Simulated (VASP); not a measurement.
The system is LaB6.

```
CELL_PARAMETERS angstrom
4.15700 0.00000 0.00000
0.00000 4.15700 0.00000
0.00000 0.00000 4.15700
ATOMIC_POSITIONS crystal
La 0.00000 0.00000 0.00000
B 0.19750 0.50000 0.50000
B 0.50000 0.19750 0.50000
B 0.80250 0.50000 0.50000
B 0.50000 0.80250 0.50000
B 0.50000 0.50000 0.19750
B 0.50000 0.50000 0.80250
```

| Quantity | Value |
| --- | --- |
| Program | VASP 6.6.1 |
| Task | relaxation of the atoms |
| Functional | PBE |
| Potentials or basis | VASP PAW PBE potentials, release 64 (La, B) |
| Cutoff | 450 eV |
| k mesh | 8 × 8 × 8 |
| Occupations | gaussian, width 0.1 eV |
| Spin | no spin polarisation |

At the start: pressure -0.7 GPa; volume 10.26 Å³/atom.

Task: Where does the relaxation end?

Result: Over 3 steps the energy falls by 2.4 meV/atom at a fixed cell; space group Pm-3m (No. 221, to 0.1 Å) before and after.

Step by step:
| step | energy change (eV) | largest force (eV/Å) | pressure (GPa) |
| --- | --- | --- | --- |
| 1 | 0.0000 | 0.5976 | -0.70 |
| 2 | 0.0528 | 1.1984 | 0.95 |
| 3 | -0.0170 | 0.0008 | -0.32 |

Final structure:
```xyz
7
Lattice="4.1570 0.0000 0.0000 0.0000 4.1570 0.0000 0.0000 0.0000 4.1570" Properties=species:S:1:pos:R:3 pbc="T T T"
La    0.0000    0.0000    0.0000
B     0.8305    2.0785    2.0785
B     2.0785    0.8305    2.0785
B     3.3265    2.0785    2.0785
B     2.0785    3.3265    2.0785
B     2.0785    2.0785    0.8305
B     2.0785    2.0785    3.3265
```

Caveat: an odd number of electrons without spin polarisation forces a metal; a magnetic or distorted state may lie lower.
